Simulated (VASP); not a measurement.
# Cd27Te26 (a cell with a defect) in VASP: further runs

Runs on Cd27Te26 (a cell with a defect). Level: PBE. Tasks: single point.

All numbers are computed with VASP 6.6.1; they aren't measurements. Logs are shortened: lines on timing, memory, paths and dates and some standing lists are left out, and cuts for length are marked.

## Step 1: The cell of the first run

The cell holds a defect, 53 atoms: a = 13.598 Å, b = 13.598 Å, c = 13.598 Å, α = 60.00°, β = 60.00°, γ = 60.00°.

## Step 2: Single point, PBE, collinear spin

Contents of INCAR:

```
SYSTEM = Cd27Te26
  PREC = Accurate
  ENCUT = 400
  EDIFF = 1E-6
  ISMEAR = 0
  SIGMA = 0.05
  LREAL = Auto
  LASPH = .TRUE.
  NELM = 200
  ALGO = Normal
  ISIF = 2
  LWAVE = .FALSE.
  LCHARG = .FALSE.
  ISPIN = 2
  MAGMOM = 0.2 0.2 0 0.2 0 0 0 0 0 0.2 0 0 0 0 0 0 0 0 0 0 0 0 0 0 0 0 0 0 0 0 0 0 0 0 0 0 0 0 0 0 0 0 0 0 0 0 0 0 0 0 0 0 0
  LORBIT = 11
  GGA = PE
  NBANDS = 276
  NELECT = 478.0
  GGA_COMPAT = .FALSE.
  NCORE = 4
```

Contents of KPOINTS:

```
regular mesh
0
G
  1 1 1
  0 0 0
```

Contents of POSCAR:

```
Cd27Te26
1.0
    0.0000000000      9.6150000000      9.6150000000
    9.6150000000      0.0000000000      9.6150000000
    9.6150000000      9.6150000000      0.0000000000
Cd Te
27 26
Direct
    0.0197220904      0.0195478742      0.0195993465
    0.0192001649      0.0189991274      0.2760948523
    0.0013926710      0.0014959326      0.6653939988
    0.0194531984      0.2752767418      0.0193769327
    0.0033236131      0.3310670178      0.3310144211
    0.0033686248      0.3309480969      0.6679906294
    0.0014492212      0.6651319797      0.0017200038
    0.0033454612      0.6679427732      0.3310024943
    0.0013518813      0.6652637912      0.6653560029
    0.2729612118      0.0201008808      0.0201878234
    0.3311114276      0.0034081431      0.3308174172
    0.3310253532      0.0034803851      0.6680186031
    0.3310459483      0.3307654739      0.0035750601
    0.3334352496      0.3332844595      0.3333190723
    0.3310983658      0.3308203549      0.6680498894
    0.3309939167      0.6679943456      0.0035678029
    0.3311350126      0.6679758739      0.3308510828
    0.3354750642      0.6659415631      0.6660489037
    0.6648310283      0.0016295981      0.0017866626
    0.6680534019      0.0033671700      0.3309372956
    0.6649052540      0.0015289909      0.6654617455
    0.6680468245      0.3308492606      0.0035026979
    0.6680441777      0.3310228552      0.3309840074
    0.6658298316      0.3355654194      0.6660559850
    0.6648455834      0.6652475877      0.0017568008
    0.6658355029      0.6659663482      0.3356501778
    0.6658251556      0.6659443950      0.6660590052
    0.0797594761      0.0797588155      0.4097137603
    0.0797033381      0.0796646939      0.7645758797
    0.0797820023      0.4094808276      0.0797987140
    0.0826810948      0.4168696091      0.4169249618
    0.0797065558      0.4095799099      0.7643830462
    0.0796859531      0.7645443008      0.0797478493
    0.0798076626      0.7640682433      0.4097173357
    0.0837751351      0.7498266425      0.7500258964
    0.4091302459      0.0795687166      0.0796336489
    0.4169746997      0.0825469135      0.4169197609
    0.4092025312      0.0795414800      0.7650746618
    0.4169789276      0.4168982695      0.0826034409
    0.4169679910      0.4168713178      0.4169511205
    0.4153975158      0.4154969123      0.7513025900
    0.4091527069      0.7650109906      0.0796312177
    0.4154079019      0.7511736090      0.4156087607
    0.4153929809      0.7512209271      0.7512951466
    0.7646869063      0.0796044198      0.0797095747
    0.7642297544      0.0797262412      0.4097202597
    0.7496909300      0.0838656319      0.7500454003
    0.7644520892      0.4095021503      0.0797210964
    0.7511301039      0.4155098809      0.4156080395
    0.7511604150      0.4154922628      0.7512561477
    0.7497267596      0.7498896103      0.0839573982
    0.7511442489      0.7511490268      0.4156045499
    0.7496691095      0.7498295987      0.7500324083
```

Potentials or basis: VASP PAW PBE potentials, release 64 (Cd, Te).

Run with:

```sh
$ cat potpaw_PBE.64/Cd/POTCAR potpaw_PBE.64/Te/POTCAR > POTCAR
$ mpirun -np 4 vasp_gam > vasp.out
```

OUTCAR:

```text
SYSTEM = Cd27Te26
   PREC = Accurate
   ENCUT = 400
   EDIFF = 1E-6
   ISMEAR = 0
   LREAL = Auto
   LASPH = .TRUE.
   NELM = 200
   ISIF = 2
   ISPIN = 2
   LORBIT = 11
   GGA = PE
   NELECT = 478.0

 ion  position               nearest neighbor table
   1  0.020  0.020  0.020-  33 2.89  45 2.89  29 2.89  10 3.45   4 3.47   2 3.48
   2  0.019  0.019  0.276-  34 2.89  28 2.89  46 2.89  10 3.47   1 3.48   4 3.49
   3  0.001  0.001  0.665-  35 2.79  47 2.79  29 2.84  28 2.84
   4  0.019  0.275  0.019-  30 2.89  48 2.89  32 2.89  10 3.46   1 3.47   2 3.49
   5  0.003  0.331  0.331-  31 2.79  30 2.79  28 2.79  49 2.80
   6  0.003  0.331  0.668-  31 2.79  29 2.79  32 2.79  50 2.80
   7  0.001  0.665  0.002-  35 2.79  51 2.79  30 2.84  33 2.84
   8  0.003  0.668  0.331-  31 2.79  33 2.79  34 2.79  52 2.80
   9  0.001  0.665  0.665-  35 2.79  53 2.79  34 2.84  32 2.84
  10  0.273  0.020  0.020-  36 2.90  42 2.90  38 2.90   1 3.45   4 3.46   2 3.47
  11  0.331  0.003  0.331-  37 2.79  36 2.79  28 2.79  43 2.80
  12  0.331  0.003  0.668-  37 2.79  29 2.79  38 2.79  44 2.80
  13  0.331  0.331  0.004-  39 2.79  36 2.79  30 2.79  41 2.80
  14  0.333  0.333  0.333-  39 2.78  37 2.78  40 2.78  31 2.78
  15  0.331  0.331  0.668-  40 2.79  38 2.79  32 2.80  41 2.80
  16  0.331  0.668  0.004-  39 2.79  42 2.79  33 2.79  44 2.80
[... 35 lines left out ...]
  52  0.751  0.751  0.416-  26 2.78  27 2.78   8 2.80  20 2.80
  53  0.750  0.750  0.750-   9 2.79  27 2.79  21 2.79  25 2.79

  LATTYP: Found a face centered cubic cell.
 ALAT       =    19.2300000000

  Lattice vectors:

 A1 = (   0.0000000000,   9.6150000000,   9.6150000000)
 A2 = (   9.6150000000,   0.0000000000,   9.6150000000)
 A3 = (   9.6150000000,   9.6150000000,   0.0000000000)

Analysis of symmetry for initial positions (statically):
=====================================================================
 Subroutine PRICEL returns:
 Original cell was already a primitive cell.

 Routine SETGRP: Setting up the symmetry group for a
 face centered cubic supercell.

 Subroutine GETGRP returns: Found  1 space group operations
 (whereof  1 operations were pure point group operations)
 out of a pool of 48 trial point group operations.

The static configuration has the point symmetry C_1 .

Analysis of symmetry for dynamics (positions and initial velocities):
=====================================================================
 Subroutine PRICEL returns:
 Original cell was already a primitive cell.

 Routine SETGRP: Setting up the symmetry group for a
 face centered cubic supercell.

 Subroutine GETGRP returns: Found  1 space group operations
 (whereof  1 operations were pure point group operations)
 out of a pool of 48 trial point group operations.

The dynamic configuration has the point symmetry C_1 .

Analysis of structural, dynamic, and magnetic symmetry:
=====================================================================
 Subroutine PRICEL returns:
 Original cell was already a primitive cell.

 Routine SETGRP: Setting up the symmetry group for a
 face centered cubic supercell.

 Subroutine GETGRP returns: Found  1 space group operations
 (whereof  1 operations were pure point group operations)
 out of a pool of 48 trial point group operations.

The overall configuration has the point symmetry C_1 .

 Subroutine INISYM returns: Found  1 space group operations
 (whereof  1 operations are pure point group operations),
 and found     1 'primitive' translations

----------------------------------------------------------------------------------------

                                     Primitive cell

  volume of cell :    1777.7794

  direct lattice vectors                    reciprocal lattice vectors
     0.000000000  9.615000000  9.615000000    -0.052002080  0.052002080  0.052002080
     9.615000000  0.000000000  9.615000000     0.052002080 -0.052002080  0.052002080
     9.615000000  9.615000000  0.000000000     0.052002080  0.052002080 -0.052002080

  length of vectors
    13.597663402 13.597663402 13.597663402     0.090070245  0.090070245  0.090070245

[... 148 lines left out ...]
 SYSTEM =  Cd27Te26
   PREC   = accura    normal or accurate (medium, high low for compatibility)
   ISTART =      0    job   : 0-new  1-cont  2-samecut
   ICHARG =      2    charge: 1-file 2-atom 10-const
   ISPIN  =      2    spin polarized calculation?
   LNONCOLLINEAR =      F non collinear calculations
   LSORBIT =      F    spin-orbit coupling
   LASPH  =      T    aspherical Exc in radial PAW
   ENCUT  =  400.0 eV  29.40 Ry    5.42 a.u.  22.17 22.17 22.17*2*pi/ulx,y,z
   NELM   =    200;   NELMIN=  2; NELMDL= -5     # of ELM steps
   EDIFF  = 0.1E-05   stopping-criterion for ELM
   LREAL  =      T    real-space projection
   EDIFFG = 0.1E-04   stopping-criterion for IOM
   NSW    =      0    number of steps for IOM
   IBRION =     -1    ionic relax: 0-MD 1-quasi-New 2-CG
   NFREE  =      0    steps in history (QN), initial steepest desc. (CG)
   ISIF   =      2    stress and relaxation
   ISYM   =      2    0-nonsym 1-usesym 2-fastsym
   POTIM  = 0.5000    time-step for ionic-motion
   TEBEG  =    0.0;   TEEND  =   0.0 temperature during run
   PSTRESS=    0.0 pullay stress
   NELECT =     478.0000    total number of electrons
   NUPDOWN=      -1.0000    fix difference up-down
   EMIN   =  10.00;   EMAX   =-10.00  energy-range for DOS
   EFERMI =   0.00;   METHOD = LEGACY
   ISMEAR =     0;   SIGMA  =   0.05  broadening in eV -4-tet -1-fermi 0-gaus
   EFERMI_NEDOS =   21; number of points for ismear=-14 and -15
   IALGO  =     38    algorithm
   IMIX   =      4    mixing-type and parameters
     AMIX     =   0.40;   BMIX     =  1.00
     AMIX_MAG =   1.60;   BMIX_MAG =  1.00
  volume/ion in A,a.u.               =      33.54       226.36
  Fermi-wavevector in a.u.,A,eV,Ry     =   1.056635  1.996750 15.190588  1.116477
  Thomas-Fermi vector in A             =   2.191878
   LORBIT       =     11    0 simple, 1 ext, 2 COOP (PROOUT), +10 PAW based schemes
   GGA     = PE    functional components
   LHFCALC =     F    Hartree Fock is set to
   AEXX    =    0.0000 exact exchange contribution
   IVDW    =     0    specifies the selected vdW correction
   LEPSILON=     F    determine dielectric tensor
   LRPA    =     F    only Hartree local field effects (RPA)
 spin polarized calculation
 Gauss-broadening in eV      SIGMA  =   0.05
  energy-cutoff  :      400.00
  volume of cell :     1777.78
 maximum number of plane-waves:     16156
 NGX is ok and might be reduce to    84
   NGX = 45   NGY = 45   NGZ = 45

 number of electron     477.9999917 magnetization       0.0274615

 Free energy of the ion-electron system (eV)
  ---------------------------------------------------
  ext. energy  EPLUGINS =         0.00000000
  ---------------------------------------------------
  free energy    TOTEN  =      -122.24850736 eV

  energy without entropy =     -122.17137961  energy(sigma->0) =     -122.20994348

 E-fermi :   2.4519     XC(G=0):  -8.6096

 val. band max:        2.4370939684   @ k =   0.0000   0.0000   0.0000
 cond. band min:       3.6356058645   @ k =   0.0000   0.0000   0.0000
 fundamental gap:      1.1985118961
 Fermi energy:         2.4519409886

 spin component 1

 k-point     1 :       0.0000    0.0000    0.0000
  band No.  band energies     occupation
      1      -8.7284      1.00000
      2      -8.4528      1.00000
      3      -8.4393      1.00000
      4      -8.4391      1.00000
      5      -8.4387      1.00000
      6      -8.3999      1.00000
[... 243 lines left out ...]
    250       4.6548      0.00000
    251       4.6555      0.00000
 Fermi energy:         2.4519409886

 spin component 2

 k-point     1 :       0.0000    0.0000    0.0000
  band No.  band energies     occupation
      1      -8.7279      1.00000
      2      -8.4523      1.00000
      3      -8.4387      1.00000
      4      -8.4385      1.00000
      5      -8.4381      1.00000
      6      -8.3994      1.00000
[... 243 lines left out ...]
    250       4.6550      0.00000
    251       4.6557      0.00000
 [bands above 251 left out]

------------------------ aborting loop because EDIFF is reached ----------------------------------------

  FORCE on cell =-STRESS in cart. coord.  units (eV):
  Direction    XX          YY          ZZ          XY          YZ          ZX
  --------------------------------------------------------------------------------------
  -------------------------------------------------------------------------------------
  Total       17.6671536     17.6622418     17.6727888      0.0071539     -0.0304327     -0.0052807
  in kB       15.9220618     15.9176352     15.9271404      0.0064473     -0.0274267     -0.0047591
  external PRESSURE =      15.9222791 kB  Pullay stress =       0.0000000 kB

 VOLUME and BASIS-vectors are now :
 -----------------------------------------------------------------------------
  energy-cutoff  :      400.00
  volume of cell :     1777.78
      direct lattice vectors                 reciprocal lattice vectors
     0.000000000  9.615000000  9.615000000    -0.052002080  0.052002080  0.052002080
     9.615000000  0.000000000  9.615000000     0.052002080 -0.052002080  0.052002080
     9.615000000  9.615000000  0.000000000     0.052002080  0.052002080 -0.052002080

 POSITION                                       TOTAL-FORCE (eV/Angst)
 -----------------------------------------------------------------------------------
      0.37640      0.37808      0.37758         0.020295      0.020104      0.022044
      2.83733      2.83926      0.36729        -0.021971     -0.022151      0.021824
      6.41215      6.41115      0.02777         0.001060     -0.000238      0.055206
      2.83310      0.37335      2.83383        -0.024407      0.020007     -0.021714
      6.36591      3.21466      3.21517        -0.041169      0.025829      0.022689
      9.60480      6.45512      3.21446        -0.022750      0.045378      0.025155
[... 45 lines left out ...]
     11.21834     11.21829     14.44455         0.000067      0.000474     -0.017358
     14.42117     14.41963     14.41768        -0.019608     -0.021932     -0.025206
 -----------------------------------------------------------------------------------
    total drift:                                0.015737      0.003239     -0.016551

  FREE ENERGIE OF THE ION-ELECTRON SYSTEM (eV)
  ---------------------------------------------------
  free  energy   TOTEN  =      -122.2485073567 eV

  energy  without entropy=     -122.1713796065  energy(sigma->0) =     -122.20994348

 total charge

# of ion       s       p       d       tot
------------------------------------------
    1        0.472   0.233   9.523  10.227
    2        0.472   0.234   9.523  10.228
    3        0.457   0.305   9.528  10.289
    4        0.472   0.233   9.523  10.228
    5        0.454   0.329   9.527  10.310
    6        0.454   0.329   9.527  10.309
[... 45 lines left out ...]
   52        1.337   2.086   0.020   3.444
   53        1.338   2.087   0.020   3.445
--------------------------------------------------
tot         47.197  62.317 257.716 367.231

 magnetization (x)

# of ion       s       p       d       tot
------------------------------------------
    1        0.000   0.000   0.000   0.000
    2        0.000   0.000   0.000   0.000
    3       -0.000  -0.000   0.000   0.000
    4        0.000   0.000   0.000   0.000
    5       -0.000   0.000   0.000   0.000
    6       -0.000   0.000   0.000   0.000
[... 45 lines left out ...]
   52        0.000   0.001   0.000   0.001
   53        0.000   0.000  -0.000   0.000
--------------------------------------------------
tot         -0.000   0.011   0.001   0.013
```

Run time: 6.9 min. Hardware: 4 MPI ranks of AMD EPYC 7R43 (Zen 3), shared host; peak memory 0.55 GiB.

Results:

```yaml
Free_energy: -122.2485 eV
Largest_force: 0.058 eV/Å
Net_moment: 0.03 μB per cell
Valence_electrons_inside_the_program's_atomic_spheres: Cd 10.23, 10.29, 10.31, 10.32 (each value once); Te 3.42, 3.45, 3.44 (each value once)
```

Forces in eV/Å, atoms in the order of the input:
```
Cd   0.020  0.020  0.022
Cd  -0.022 -0.022  0.022
Cd   0.001  0.000  0.055
Cd  -0.024  0.020 -0.022
Cd  -0.041  0.026  0.023
Cd  -0.023  0.045  0.025
Cd   0.002  0.053  0.001
Cd  -0.025  0.024  0.042
Cd  -0.056  0.001 -0.002
Cd   0.018 -0.021 -0.019
Cd   0.026 -0.041  0.024
Cd   0.044 -0.023  0.026
Cd   0.022  0.025 -0.039
Cd   0.001  0.000  0.000
Cd  -0.024 -0.025 -0.046
Cd   0.042  0.024 -0.023
Cd  -0.026 -0.042 -0.024
Cd   0.029 -0.028 -0.028
Cd   0.051  0.000  0.000
Cd   0.025 -0.024  0.042
Cd   0.001 -0.056 -0.001
Cd   0.023  0.041 -0.023
Cd  -0.042 -0.025 -0.024
Cd  -0.028  0.029 -0.028
Cd   0.001 -0.001 -0.053
Cd  -0.030 -0.028  0.029
Cd   0.029  0.028  0.029
Te   0.023  0.024 -0.009
Te  -0.024 -0.023 -0.009
Te   0.023 -0.015  0.023
Te   0.014 -0.014 -0.014
Te   0.007 -0.021  0.022
Te  -0.024 -0.010 -0.024
Te   0.011  0.023 -0.022
Te  -0.021  0.026  0.022
Te  -0.015  0.020  0.018
Te  -0.013  0.012 -0.013
Te  -0.020  0.014  0.020
Te  -0.014 -0.014  0.013
Te   0.012  0.013  0.013
Te   0.000  0.000  0.017
Te  -0.018  0.021  0.015
Te   0.000  0.017  0.000
Te  -0.017  0.000  0.001
Te  -0.011 -0.023 -0.025
Te   0.022  0.012 -0.023
Te   0.025 -0.020  0.020
Te   0.024 -0.023  0.013
Te   0.017 -0.002  0.001
Te   0.000 -0.016  0.000
Te   0.024  0.022 -0.023
Te   0.000  0.000 -0.017
Te  -0.020 -0.022 -0.025
```

Caveat: the k points lie up to 0.57 Å⁻¹ apart; the cell carries a net charge on a neutralising background, which shifts energy and pressure; the cell is charged against a uniform background, so pressure and absolute levels hang on convention; spin-orbit coupling is left out, which moves the levels of the heavy elements.

[end of part 1 of 2]
